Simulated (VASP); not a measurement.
# Ru (Im-3m) in VASP: further runs, part 2 of 2

VASP 6.6.1. Earlier steps stand in the parts before.

### 3 Relaxation of cell and atoms, PBE

This run uses another cell than the first one, of 12.49 Å³/atom, 0.878 times its volume.

Input file INCAR:

```
PREC     = Accurate       # precision mode
ENCUT    = 600            # plane-wave cutoff, eV
EDIFF    = 1E-6           # SCF threshold, eV
ISMEAR   = 0              # smearing method
SIGMA    = 0.1            # smearing width, eV
LREAL    = F              # projectors in reciprocal space
LASPH    = T              # aspherical terms in the spheres
NELM     = 80             # most SCF steps
ALGO     = Normal         # electronic algorithm
ISIF     = 3              # what is computed and relaxed
LWAVE    = F              # write WAVECAR
LCHARG   = F              # write CHGCAR
GGA      = PE             # functional
IBRION   = 2              # ionic algorithm
NSW      = 100            # ionic steps
EDIFFG   = -0.05          # ionic threshold
```

Input file KPOINTS:

```
Automatic mesh
0
Gamma
  10 10 10
```

Input file POSCAR:

```
Ru
1.0
   -1.4615672100      1.4615672100      1.4615672100
    1.4615672100     -1.4615672100      1.4615672100
    1.4615672100      1.4615672100     -1.4615672100
Ru
1
Direct
    0.0000000000      0.0000000000      0.0000000000
```

Potentials or basis: VASP PAW PBE potentials, release 64 (Ru_pv).

On the command line:

```bash
$ cat potpaw_PBE.64/Ru_pv/POTCAR > POTCAR
$ mpirun -np 1 vasp_std > vasp.out
```

OUTCAR:

```text
PREC = Accurate
   ENCUT = 600
   EDIFF = 1E-6
   ISMEAR = 0
   LREAL = F
   LASPH = T
   NELM = 80
   ISIF = 3
   GGA = PE
   IBRION = 2
   NSW = 100
   EDIFFG = -0.05

 ion  position               nearest neighbor table
   1  0.000  0.000  0.000-

  LATTYP: Found a body centered cubic cell.
 ALAT       =     2.9231344200

  Lattice vectors:

 A1 = (  -1.4615672100,   1.4615672100,   1.4615672100)
 A2 = (   1.4615672100,  -1.4615672100,   1.4615672100)
 A3 = (   1.4615672100,   1.4615672100,  -1.4615672100)

Analysis of symmetry for initial positions (statically):
=====================================================================
 Subroutine PRICEL returns:
 Original cell was already a primitive cell.

 Routine SETGRP: Setting up the symmetry group for a
 body centered cubic supercell.

 Subroutine GETGRP returns: Found 48 space group operations
 (whereof 48 operations were pure point group operations)
 out of a pool of 48 trial point group operations.

The static configuration has the point symmetry O_h .

Analysis of symmetry for dynamics (positions and initial velocities):
=====================================================================
 Subroutine PRICEL returns:
 Original cell was already a primitive cell.

 Routine SETGRP: Setting up the symmetry group for a
 body centered cubic supercell.

 Subroutine GETGRP returns: Found 48 space group operations
 (whereof 48 operations were pure point group operations)
 out of a pool of 48 trial point group operations.

The dynamic configuration has the point symmetry O_h .

 Subroutine INISYM returns: Found 48 space group operations
 (whereof 48 operations are pure point group operations),
 and found     1 'primitive' translations

----------------------------------------------------------------------------------------

                                     Primitive cell
[... 117 lines left out ...]
   IVDW    =     0    specifies the selected vdW correction
   LEPSILON=     F    determine dielectric tensor
   LRPA    =     F    only Hartree local field effects (RPA)
 conjugate gradient relaxation of ions
 non-spin polarized calculation
 Gauss-broadening in eV      SIGMA  =   0.10
  energy-cutoff  :      600.00
  volume of cell :       12.49
 maximum number of plane-waves:       430
   NGX = 11   NGY = 11   NGZ = 11

--------------------------------------- Ionic step        1  -------------------------------------------

 number of electron      14.0000005 magnetization

 Free energy of the ion-electron system (eV)
  ---------------------------------------------------
  ext. energy  EPLUGINS =         0.00000000
  ---------------------------------------------------
  free energy    TOTEN  =        -8.37060825 eV

  energy without entropy =       -8.36187096  energy(sigma->0) =       -8.36623961

------------------------ aborting loop because EDIFF is reached ----------------------------------------

  FORCE on cell =-STRESS in cart. coord.  units (eV):
  Direction    XX          YY          ZZ          XY          YZ          ZX
  --------------------------------------------------------------------------------------
  -------------------------------------------------------------------------------------
  Total        3.9057244      3.9057244      3.9057244      0.0000000      0.0000000     -0.0000000
  in kB      501.0670092    501.0670092    501.0670092      0.0000000      0.0000000     -0.0000000
  external PRESSURE =     501.0670092 kB  Pullay stress =       0.0000000 kB
[... 22 lines left out ...]
--------------------------------------- Ionic step        2  -------------------------------------------

 number of electron      13.9999995 magnetization

 E-fermi :   6.4549     XC(G=0): -11.5751

 val. band max:        6.4488915124   @ k =   0.2000   0.2000   0.1000
 cond. band min:       6.4613158311   @ k =  -0.3000   0.3000   0.3000
 fundamental gap:      0.0124243187
 Fermi energy:         6.4548584077

 k-point     1 :       0.0000    0.0000    0.0000
  band No.  band energies     occupation
      1     -35.8169      2.00000
      2     -35.8169      2.00000
      3     -35.8169      2.00000
      4       0.8942      2.00000
      5       4.9367      2.00000
      6       4.9367      2.00000
      7       4.9367      2.00000
      8       6.4405      1.16069
      9       6.4405      1.16068
     10      17.7594      0.00000
     11      22.7219      0.00000
[... 426 lines left out ...]
--------------------------------------- Ionic step        5  -------------------------------------------

 number of electron      14.0000004 magnetization

 Free energy of the ion-electron system (eV)
  ---------------------------------------------------
  ext. energy  EPLUGINS =         0.00000000
  ---------------------------------------------------
  free energy    TOTEN  =        -8.60958851 eV

  energy without entropy =       -8.59914086  energy(sigma->0) =       -8.60436469

 E-fermi :  12.1416     XC(G=0): -13.8217

 val. band max:       12.1382317499   @ k =   0.3000   0.1000   0.1000
 cond. band min:      12.1504214338   @ k =   0.2000   0.2000   0.1000
 fundamental gap:      0.0121896839
 Fermi energy:        12.1416177851

 k-point     1 :       0.0000    0.0000    0.0000
  band No.  band energies     occupation
      1     -30.3899      2.00000
      2     -30.3899      2.00000
      3     -30.3899      2.00000
      4       4.2998      2.00000
      5       9.4379      2.00000
      6       9.4379      2.00000
      7       9.4379      2.00000
      8      12.0757      1.64892
      9      12.0757      1.64892
     10      22.7276      0.00000
     11      29.3007      0.00000
[... 350 lines left out ...]
  FREE ENERGIE OF THE ION-ELECTRON SYSTEM (eV)
  ---------------------------------------------------
  free  energy   TOTEN  =        -8.6095885133 eV

  energy  without entropy=       -8.5991408576  energy(sigma->0) =       -8.60436469

 reached required accuracy - stopping structural energy minimisation
```

OSZICAR:

```text
N       E                     dE             d eps       ncg     rms          rms(c)
DAV:   1     0.111934078705E+03    0.11193E+03   -0.95550E+03  1037   0.154E+03
DAV:   2    -0.745902680951E+01   -0.11939E+03   -0.11549E+03  1089   0.380E+02
[... 40 lines left out ...]
   4 F= -.86093548E+01 E0= -.86040953E+01  d E =-.238747E+00
       N       E                     dE             d eps       ncg     rms          rms(c)
DAV:   1    -0.861404583706E+01   -0.46912E-02   -0.85834E-02  1046   0.431E+00    0.532E-01
DAV:   2    -0.860959948523E+01    0.44464E-02   -0.12052E-02  1049   0.140E+00    0.850E-02
DAV:   3    -0.860954015992E+01    0.59325E-04   -0.46279E-04  1142   0.257E-01    0.471E-02
DAV:   4    -0.860958885985E+01   -0.48700E-04   -0.37676E-05  1070   0.745E-02    0.654E-03
DAV:   5    -0.860958851329E+01    0.34656E-06   -0.82790E-07   679   0.127E-02
   5 F= -.86095885E+01 E0= -.86043647E+01  d E =-.238980E+00
```

Wall time 34 s (1 thread of Intel Xeon Platinum 8259CL at 2.50GHz (Skylake/Cascade Lake), shared host); peak memory 0.13 GiB.

What came out:

* Free energy: -8.6096 eV
* Relaxed volume: 14.22 Å³/atom
* Relaxed cell: a = 2.644 Å, b = 2.644 Å, c = 2.644 Å, α = 109.47°, β = 109.47°, γ = 109.47°
* Space group after relaxing (to 0.05 Å): Im-3m (No. 229)
* Energy gained by relaxing: 239.0 meV/atom
* Ionic steps: 5
* Pressure after relaxing: 0.0 GPa
* Band gap on the k mesh: zero (band 7 reaches 13.93 eV, above the bottom of band 8 at 10.76 eV)

The path:
```csv
step,energy change (eV),largest force (eV/Å),pressure (GPa),volume (Å³)
1,0.0000,0.0000,50.11,12.49
2,1.0445,0.0000,-41.04,20.96
3,-0.2328,0.0000,-5.95,14.55
4,-0.2387,0.0000,-1.19,14.28
5,-0.2390,0.0000,0.01,14.22
```

Final structure:
```
Ru
1.0
    -1.52628    1.52628    1.52628
     1.52628   -1.52628    1.52628
     1.52628    1.52628   -1.52628
Ru
1
Direct
  0.00000 0.00000 0.00000
```
